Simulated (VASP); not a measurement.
## Sr: single point with PBEsol

The system is Sr.

```
Sr
1.0
     4.37465    0.00000    0.00000
    -2.18733    3.78856    0.00000
     0.00000    0.00000    7.26150
Sr
2
Cartesian
  0.0000 2.5257 1.8154
  2.1873 1.2629 5.4461
```

This cell differs from its parent crystal: strain +0.015 along x and y, +0.030 along z.

| Quantity | Value |
| --- | --- |
| Program | VASP 6.6.1 |
| Task | single point |
| Functional | PBEsol |
| Potentials or basis | VASP PAW PBE potentials, release 64 (Sr_sv) |
| Cutoff | 520 eV |
| k mesh | 15 × 15 × 8 |
| Occupations | gaussian, width 0.15 eV |
| Spin | no spin polarisation |
| Dipole correction | no |
| Further INCAR settings | ALGO = Fast; EDIFF = 1e-06; NBANDS = 17 |

```json
{"Pressure": "-1.4 GPa", "Band gap on the k mesh": "zero (band 10 reaches 1.38 eV, above the bottom of band 11 at 1.12 eV)"}
```

Stress tensor (GPa, compression positive):
```
-1.28  0.00  0.00
 0.00 -1.28  0.00
 0.00  0.00 -1.50
```

Levels at points of the mesh, in eV from the Fermi level:
```
           k point  band 6  band 7  band 8  band 9  band 10  band 11  band 12  band 13  band 14  band 15
(0.00, 0.00, 0.00)  -18.65  -18.65  -18.64   -3.53    -1.16    -0.09     2.12     2.21     2.21     2.55
(0.00, 0.00, 0.50)  -18.65  -18.65  -18.65   -2.68    -2.68     1.17     1.17     2.21     2.21     2.21
```

It took 6.3 min on 1 thread of Oxide Virtual Turin-like Processor, with other jobs on the host, peak memory 0.37 GiB.

Caveat: the cell differs from its parent crystal (strain +0.015 along x and y, +0.030 along z); the PAW data sets were made with another functional, which shifts forces and pressure a little.
